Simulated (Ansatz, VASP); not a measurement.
**One calculation of Ga, two programs**

```
Ga
1.0
     1.35501   -3.94500    0.00000
     1.35501    3.94500    0.00000
    -0.11507    0.00000    3.26253
Ga
2
Direct
  0.86900 0.13100 0.25000
  0.13100 0.86900 0.75000
```

Change from the starting cell: volume scaled by 0.9405, PAW files.

Alike in both runs: task electric field gradients; functional PBE; k mesh 14 × 14 × 11; occupations fermi-dirac, width 0.05 eV; no spin polarisation.

```csv
,VASP,Ansatz
version,VASP 6.6.1,Ansatz 0.2.0
potentials or method,"VASP PAW PBE potentials, release 64 (Ga_d)","PAW with Ansatz's default frozen-core files, scalar-relativistic"
plane-wave cutoff (eV),520,420
valence electrons in the cell,26,26
```

```csv
,VASP,Ansatz,Ansatz less VASP
pressure (GPa),6.1,5.9,-0.16
"traceless stress, the component that is largest in VASP (GPa)",-0.38,-0.35,+0.030
rms of the force components (eV/Å),0.125,0.125,-0.0004
size of Vzz on the site where it differs most (V/Å²),27.1,28.9,+1.80
```

Atom by atom the forces differ by 0.000 eV/Å (rms over components). With one functional, cell and mesh, what is left measures potentials, basis and numerics.
